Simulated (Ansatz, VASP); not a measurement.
## Mg in VASP and in Ansatz

File INCAR:

```
ALGO = Normal
EDIFF = 1E-6
ENCUT = 520
ISIF = 2
ISMEAR = -1
LASPH = True
LCHARG = True
LELF = True
LREAL = False
LVHAR = True
LWAVE = False
NBANDS = 7
NELM = 100
PREC = Accurate
SIGMA = 0.1
```

File KPOINTS:

```
k-points
0
Gamma
  12 12 12
```

Contents of POSCAR:

```
Mg
1.0
    2.9970469533      0.0000000000      0.0000000000
    0.0000000000      2.9970469533      0.0000000000
    0.0000000000      0.0000000000      2.9970469533
Mg
1
Direct
    0.0000000000      0.0000000000      0.0000000000
```

Input for Ansatz:

```yaml
crystal:
  lattice:
    - [2.9970469533, 0.0, 0.0]
    - [0.0, 2.9970469533, 0.0]
    - [0.0, 0.0, 2.9970469533]
  atoms:
    - { symbol: Mg, position: [0.0, 0.0, 0.0] }
hamiltonian:
  xc: lda
  pseudopotentials:
    kind: paw
    azcp:
      Mg: "pseudopotentials/Mg.paw.azcp"
basis:
  ecutwfc: 420
  fft_grid_basis: typed
kpoints:
  mp_grid: { grid: [12, 12, 12], shift: [0, 0, 0] }
magnetization:
  spin_polarized: false
scf:
  occupations: { method: fermi_dirac, width: 0.1 }
  lower_state_search: "off"
output:
  stress: true
```

Alike in both runs: task single point; functional LDA; k mesh 12 × 12 × 12; occupations fermi-dirac, width 0.1 eV; no spin polarisation.

|  | VASP | Ansatz |
| --- | --- | --- |
| version | VASP 6.6.1 | Ansatz 0.2.0 |
| potentials or method | VASP PAW LDA potentials, release 64 (Mg), cutoff 520 eV | plane waves (420 eV) with PAW, scalar-relativistic |
| valence electrons in the cell | 2 | 10 |

|  | VASP | Ansatz | Ansatz less VASP |
| --- | --- | --- | --- |
| pressure (GPa) | -1.1 | -0.9 | +0.21 |

Ansatz warns that its potentials were made for another functional, while VASP's fit it. LDA's correlation is that of Perdew and Zunger in VASP and of Perdew and Wang (1992) in Ansatz. VASP's potentials hold 2 valence electrons a cell and Ansatz's 10, so a difference there can come from the potentials and not from the codes.
